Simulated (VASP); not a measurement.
# RbNaP3 (R-3m) in VASP: relaxation of cell and atoms with PBE

Aim: the relaxation of cell and atoms of RbNaP3 with PBE.

Program: VASP 6.6.1. These are calculated values, not measurements. Logs are shortened: lines on timing, memory, paths and dates and some standing lists are left out, and cuts for length are marked.

**1. The cell of the first run**

It takes space group R-3m (No. 166, trigonal). The conventional cell has a = 7.288 Å, b = 7.288 Å, c = 8.794 Å, α = 90.00°, β = 90.00°, γ = 120.00°. Within 4.7 Å of Rb (site symmetry -3m) lie 12 P at 3.61 to 3.64 Å and 8 Na at 4.40 to 4.46 Å. Na (site symmetry -3m) has 6 P at 2.56 Å within 3.4 Å. P (site symmetry 2/m) has 2 Na at 2.56 Å within 3.4 Å.

**2. Relaxation of cell and atoms, PBE**

Input file INCAR:

```
SYSTEM = RbNaP3
ALGO = Normal
EDIFF = 1E-6
EDIFFG = -0.01
ENCUT = 600
GGA = PE
IBRION = 2
ISIF = 3
ISMEAR = 0
LASPH = .TRUE.
LCHARG = .FALSE.
LREAL = .FALSE.
LWAVE = .FALSE.
NELM = 80
NSW = 100
PREC = Accurate
SIGMA = 0.1
```

Input file KPOINTS:

```
k-points
0
G
  6 6 6
  0 0 0
```

Input file POSCAR:

```
RbNaP3
1.0
    3.6442148669      2.1039884344      2.9314311419
   -3.6442148669      2.1039884344      2.9314311419
    0.0000000000     -4.2079768688      2.9314311419
Rb Na P
1 1 3
Direct
    0.5000000000      0.5000000000      0.5000000000
    0.0000000000      0.0000000000      0.0000000000
    0.0000000000      0.5000000000      0.0000000000
    0.5000000000      0.0000000000      0.0000000000
    0.0000000000      0.0000000000      0.5000000000
```

Potentials or basis: VASP PAW PBE potentials, release 64 (Rb_sv, Na_pv, P).

On the command line:

```
cat potpaw_PBE.64/Rb_sv/POTCAR potpaw_PBE.64/Na_pv/POTCAR potpaw_PBE.64/P/POTCAR > POTCAR
mpirun -np 1 vasp_std > vasp.out
```

OUTCAR:

```text
SYSTEM = RbNaP3
   EDIFF = 1E-6
   EDIFFG = -0.01
   ENCUT = 600
   GGA = PE
   IBRION = 2
   ISIF = 3
   ISMEAR = 0
   LASPH = .TRUE.
   LREAL = .FALSE.
   NELM = 80
   NSW = 100
   PREC = Accurate

 ion  position               nearest neighbor table
   1  0.500  0.500  0.500-   3 3.61   4 3.61   4 3.61   3 3.61   5 3.61   5 3.61   5 3.64   5 3.64
                             3 3.64   4 3.64   3 3.64   4 3.64
   2  0.000  0.000  0.000-   3 2.56   4 2.56   3 2.56   4 2.56   5 2.56   5 2.56
   3  0.000  0.500  0.000-   2 2.56   2 2.56   1 3.61   1 3.61   1 3.64   1 3.64
   4  0.500  0.000  0.000-   2 2.56   2 2.56   1 3.61   1 3.61   1 3.64   1 3.64
   5  0.000  0.000  0.500-   2 2.56   2 2.56   1 3.61   1 3.61   1 3.64   1 3.64

  LATTYP: Found a trigonal (rhomboedric) cell.
 ALAT       =     5.1283874530
 COS(alpha) =    -0.0098951553

  Lattice vectors:

 A1 = (   3.6442148669,   2.1039884344,   2.9314311419)
 A2 = (  -3.6442148669,   2.1039884344,   2.9314311419)
 A3 = (   0.0000000000,  -4.2079768688,   2.9314311419)

Analysis of symmetry for initial positions (statically):
=====================================================================
 Subroutine PRICEL returns:
 Original cell was already a primitive cell.

 Routine SETGRP: Setting up the symmetry group for a
 trigonal (rhombohedral) supercell.

 Subroutine GETGRP returns: Found 12 space group operations
 (whereof 12 operations were pure point group operations)
 out of a pool of 12 trial point group operations.

The static configuration has the point symmetry D_3d.

Analysis of symmetry for dynamics (positions and initial velocities):
=====================================================================
 Subroutine PRICEL returns:
 Original cell was already a primitive cell.

 Routine SETGRP: Setting up the symmetry group for a
 trigonal (rhombohedral) supercell.

 Subroutine GETGRP returns: Found 12 space group operations
 (whereof 12 operations were pure point group operations)
 out of a pool of 12 trial point group operations.

The dynamic configuration has the point symmetry D_3d.

 Subroutine INISYM returns: Found 12 space group operations
 (whereof 12 operations are pure point group operations),
 and found     1 'primitive' translations

----------------------------------------------------------------------------------------

                                     Primitive cell

  volume of cell :     134.8585

  direct lattice vectors                    reciprocal lattice vectors
     3.644214867  2.103988434  2.931431142     0.137203765  0.079214631  0.113710102
    -3.644214867  2.103988434  2.931431142    -0.137203765  0.079214631  0.113710102
     0.000000000 -4.207976869  2.931431142     0.000000000 -0.158429261  0.113710102

  length of vectors
     5.128387453  5.128387453  5.128387453     0.195012354  0.195012354  0.195012354

  position of ions in fractional coordinates (direct lattice)
     0.500000000  0.500000000  0.500000000
     0.000000000  0.000000000  0.000000000
     0.000000000  0.500000000  1.000000000
     0.500000000  0.000000000  1.000000000
     1.000000000  1.000000000  0.500000000

  ion indices of the primitive-cell ions
   primitive index   ion index
                 1           1
                 2           2
                 3           3
                 4           4
                 5           5

----------------------------------------------------------------------------------------

 KPOINTS: k-points

Automatic generation of k-mesh.
 Grid dimensions read from file:
 generate k-points for:    6    6    6

 Generating k-lattice:

  Cartesian coordinates                     Fractional coordinates (reciprocal lattice)
     0.022867294  0.013202438  0.018951684     0.166666667  0.000000000 -0.000000000
    -0.022867294  0.013202438  0.018951684     0.000000000  0.166666667 -0.000000000
     0.000000000 -0.026404877  0.018951684    -0.000000000 -0.000000000  0.166666667

  Length of vectors
     0.032502059  0.032502059  0.032502059

  Shift w.r.t. Gamma in fractional coordinates (k-lattice)
     0.000000000  0.000000000  0.000000000

 Subroutine IBZKPT returns following result:
 ===========================================

 Found     32 irreducible k-points:

 Following reciprocal coordinates:
            Coordinates               Weight
  0.000000  0.000000  0.000000      1.000000
  0.166667  0.000000  0.000000      6.000000
  0.333333  0.000000 -0.000000      6.000000
  0.500000  0.000000  0.000000      3.000000
  0.166667  0.166667  0.000000      6.000000
  0.333333  0.166667  0.000000     12.000000
[... 16 lines left out ...]
  0.500000  0.500000  0.166667      6.000000
 -0.333333  0.500000  0.166667     12.000000
 [... further k-points ...]
   k-points           NKPTS =     32   k-points in BZ     NKDIM =     32   number of bands    NBANDS=     19
   number of dos      NEDOS =    301   number of ions     NIONS =      5
   total plane-waves  NPLWV =  74088
   dimension x,y,z NGX =    42 NGY =   42 NGZ =   42
   dimension x,y,z NGXF=    84 NGYF=   84 NGZF=   84
   ions per type =               1   1   3
   NGX,Y,Z   is equivalent  to a cutoff of  13.62, 13.62, 13.62 a.u.
   NGXF,Y,Z  is equivalent  to a cutoff of  27.23, 27.23, 27.23 a.u.
 SYSTEM =  RbNaP3
   PREC   = accura    normal or accurate (medium, high low for compatibility)
   ISTART =      0    job   : 0-new  1-cont  2-samecut
   ICHARG =      2    charge: 1-file 2-atom 10-const
   ISPIN  =      1    spin polarized calculation?
   LNONCOLLINEAR =      F non collinear calculations
   LSORBIT =      F    spin-orbit coupling
   LASPH  =      T    aspherical Exc in radial PAW
   ENCUT  =  600.0 eV  44.10 Ry    6.64 a.u.  10.24 10.24 10.24*2*pi/ulx,y,z
   NELM   =     80;   NELMIN=  2; NELMDL= -5     # of ELM steps
   EDIFF  = 0.1E-05   stopping-criterion for ELM
   LREAL  =      F    real-space projection
   EDIFFG = -.1E-01   stopping-criterion for IOM
   NSW    =    100    number of steps for IOM
   IBRION =      2    ionic relax: 0-MD 1-quasi-New 2-CG
   NFREE  =      1    steps in history (QN), initial steepest desc. (CG)
   ISIF   =      3    stress and relaxation
   ISYM   =      2    0-nonsym 1-usesym 2-fastsym
   POTIM  = 0.5000    time-step for ionic-motion
   TEBEG  =    0.0;   TEEND  =   0.0 temperature during run
   PSTRESS=    0.0 pullay stress
   NELECT =      31.0000    total number of electrons
   NUPDOWN=      -1.0000    fix difference up-down
   EMIN   =  10.00;   EMAX   =-10.00  energy-range for DOS
   EFERMI =   0.00;   METHOD = LEGACY
   ISMEAR =     0;   SIGMA  =   0.10  broadening in eV -4-tet -1-fermi 0-gaus
   EFERMI_NEDOS =   21; number of points for ismear=-14 and -15
   IALGO  =     38    algorithm
   IMIX   =      4    mixing-type and parameters
     AMIX     =   0.40;   BMIX     =  1.00
     AMIX_MAG =   1.60;   BMIX_MAG =  1.00
  volume/ion in A,a.u.               =      26.97       182.01
  Fermi-wavevector in a.u.,A,eV,Ry     =   1.002850  1.895112 13.683489  1.005708
  Thomas-Fermi vector in A             =   2.135364
   LORBIT       =      0    0 simple, 1 ext, 2 COOP (PROOUT), +10 PAW based schemes
   GGA     = PE    functional components
   LHFCALC =     F    Hartree Fock is set to
   AEXX    =    0.0000 exact exchange contribution
   IVDW    =     0    specifies the selected vdW correction
   LEPSILON=     F    determine dielectric tensor
   LRPA    =     F    only Hartree local field effects (RPA)
 conjugate gradient relaxation of ions
 non-spin polarized calculation
 Gauss-broadening in eV      SIGMA  =   0.10
  energy-cutoff  :      600.00
  volume of cell :      134.86
 maximum number of plane-waves:      4542
 NGX is ok and might be reduce to    42
   NGX = 21   NGY = 21   NGZ = 21

--------------------------------------- Ionic step        1  -------------------------------------------

 number of electron      31.0000016 magnetization

 Free energy of the ion-electron system (eV)
  ---------------------------------------------------
  ext. energy  EPLUGINS =         0.00000000
  ---------------------------------------------------
  free energy    TOTEN  =       -13.86496242 eV

  energy without entropy =      -13.85019377  energy(sigma->0) =      -13.85757810

------------------------ aborting loop because EDIFF is reached ----------------------------------------

  FORCE on cell =-STRESS in cart. coord.  units (eV):
  Direction    XX          YY          ZZ          XY          YZ          ZX
  --------------------------------------------------------------------------------------
  -------------------------------------------------------------------------------------
  Total       -0.0928685     -0.0928685     -0.2943727      0.0000000      0.0000000      0.0000000
  in kB       -1.1033179     -1.1033179     -3.4972752      0.0000000      0.0000000      0.0000000
  external PRESSURE =      -1.9013037 kB  Pullay stress =       0.0000000 kB
[... 98 lines left out ...]
  FREE ENERGIE OF THE ION-ELECTRON SYSTEM (eV)
  ---------------------------------------------------
  free  energy   TOTEN  =       -13.8660625878 eV

  energy  without entropy=      -13.8515068216  energy(sigma->0) =      -13.85878470

[... ionic steps 4 to 32 ...]

--------------------------------------- Ionic step       33  -------------------------------------------

 number of electron      31.0000019 magnetization

------------------------ aborting loop because EDIFF is reached ----------------------------------------

  FORCE on cell =-STRESS in cart. coord.  units (eV):
  Direction    XX          YY          ZZ          XY          YZ          ZX
  --------------------------------------------------------------------------------------
  -------------------------------------------------------------------------------------
  Total        0.0216305      0.0216305      0.2418665      0.0000000     -0.0000000      0.0000000
  in kB        0.2606004      0.2606004      2.9139692      0.0000000     -0.0000000      0.0000000
  external PRESSURE =       1.1450567 kB  Pullay stress =       0.0000000 kB
[... 63 lines left out ...]
  energy  without entropy=      -14.3419711929  energy(sigma->0) =      -14.35765330

--------------------------------------- Ionic step       35  -------------------------------------------

 number of electron      31.0000016 magnetization

 Free energy of the ion-electron system (eV)
  ---------------------------------------------------
  ext. energy  EPLUGINS =         0.00000000
  ---------------------------------------------------
  free energy    TOTEN  =       -14.37338533 eV

  energy without entropy =      -14.34193994  energy(sigma->0) =      -14.35766264

 E-fermi :   1.5760     XC(G=0):  -8.4764

 val. band max:        1.5615543461   @ k =   0.5000   0.5000   0.0000
 cond. band min:       1.5822091841   @ k =  -0.1667   0.1667   0.0000
 fundamental gap:      0.0206548380
 Fermi energy:         1.5759631633

 k-point     1 :       0.0000    0.0000    0.0000
  band No.  band energies     occupation
      1     -24.0934      2.00000
      2     -21.0217      2.00000
      3     -20.9824      2.00000
      4     -20.9824      2.00000
      5      -8.4584      2.00000
      6      -8.4213      2.00000
[... 11 lines left out ...]
     18       4.1746      0.00000
     19       4.1746      0.00000
[... 489 lines left out ...]
      3     -20.9852      2.00000
      4     -20.9837      2.00000
      5      -8.7028      2.00000
      6      -8.4965      2.00000
[... 11 lines left out ...]
     18       3.6167      0.00000
     19       3.7000      0.00000

 [... further k-points ...]
[... 5 lines left out ...]
  --------------------------------------------------------------------------------------
  -------------------------------------------------------------------------------------
  Total        0.0052039      0.0052039      0.0063591      0.0000000      0.0000000      0.0000000
  in kB        0.0624005      0.0624005      0.0762532      0.0000000      0.0000000      0.0000000
  external PRESSURE =       0.0670181 kB  Pullay stress =       0.0000000 kB
[... 20 lines left out ...]
  FREE ENERGIE OF THE ION-ELECTRON SYSTEM (eV)
  ---------------------------------------------------
  free  energy   TOTEN  =       -14.3733853338 eV

  energy  without entropy=      -14.3419399403  energy(sigma->0) =      -14.35766264

 reached required accuracy - stopping structural energy minimisation
```

Wall time 26 min (1 thread of Oxide Virtual Turin-like, shared host); peak memory 0.31 GiB.

What came out:

* Free energy: -14.3734 eV
* Relaxed volume: 26.72 Å³/atom
* Relaxed cell: a = 5.357 Å, b = 5.357 Å, c = 5.357 Å, α = 105.26°, β = 105.26°, γ = 105.26°
* Space group after relaxing (to 0.05 Å): R-3m (No. 166)
* Energy gained by relaxing: 101.7 meV/atom
* Ionic steps: 35
* Pressure after relaxing: 0.0 GPa

Step by step:
| step | energy change (eV) | largest force (eV/Å) | pressure (GPa) | volume (Å³) |
| --- | --- | --- | --- | --- |
| 1 | 0.0000 | 0.0000 | -0.19 | 134.86 |
| 2 | -0.0008 | 0.0000 | -0.07 | 134.23 |
| 3 | -0.0011 | 0.0000 | 0.08 | 133.45 |
| 4 | -0.0020 | 0.0000 | 0.11 | 133.35 |
| 5 | -0.0057 | 0.0000 | 0.16 | 133.02 |
| 6 | -0.0179 | 0.0000 | 0.31 | 132.33 |
| 7 | -0.0596 | 0.0000 | 0.69 | 130.75 |
| 8 | -0.2082 | 0.0000 | 1.79 | 126.75 |
| 9 | -0.2239 | 0.0000 | 5.64 | 115.23 |
| 10 | -0.2989 | 0.0000 | 4.44 | 118.62 |
| 11 | -0.2874 | 0.0000 | 4.70 | 117.84 |
| 12 | -0.2874 | 0.0000 | 4.72 | 117.84 |
| 13 | -0.2875 | 0.0000 | 4.72 | 117.83 |
| 14 | -0.2877 | 0.0000 | 4.73 | 117.82 |
| 15 | -0.2879 | 0.0000 | 4.74 | 117.79 |
| 16 | -0.2884 | 0.0000 | 4.74 | 117.74 |
| 17 | -0.2889 | 0.0000 | 4.77 | 117.64 |
| 18 | -0.2884 | 0.0000 | 4.82 | 117.43 |
| 19 | -0.2889 | 0.0000 | 4.80 | 117.53 |
| 20 | -0.2896 | 0.0000 | 4.79 | 117.55 |
| 21 | -0.2917 | 0.0000 | 4.75 | 117.62 |
| 22 | -0.2959 | 0.0000 | 4.70 | 117.76 |
| 23 | -0.3042 | 0.0000 | 4.59 | 118.03 |
| 24 | -0.3201 | 0.0000 | 4.38 | 118.57 |
| 25 | -0.3499 | 0.0000 | 3.96 | 119.67 |
| 26 | -0.4007 | 0.0000 | 3.16 | 121.88 |
| 27 | -0.4705 | 0.0000 | 1.76 | 126.36 |
| 28 | -0.4985 | 0.0000 | -0.46 | 135.59 |
| 29 | -0.5042 | 0.0000 | 0.08 | 132.96 |
| 30 | -0.5042 | 0.0000 | 0.16 | 132.65 |
| 31 | -0.5046 | 0.0000 | 0.15 | 132.68 |
| 32 | -0.5056 | 0.0000 | 0.14 | 132.78 |
| 33 | -0.5071 | 0.0000 | 0.11 | 132.98 |
| 34 | -0.5084 | 0.0000 | 0.06 | 133.37 |
| 35 | -0.5084 | 0.0000 | 0.01 | 133.61 |

Final structure:
```xyz
5
Lattice="4.2573 2.4580 2.1281 -4.2573 2.4580 2.1281 0.0000 -4.9160 2.1281" Properties=species:S:1:pos:R:3 pbc="T T T"
Rb    0.0000    0.0000    3.1921
Na    0.0000    0.0000    0.0000
P    -2.1287    1.2290    1.0640
P     2.1287    1.2290    1.0640
P     0.0000   -2.4580    1.0640
```
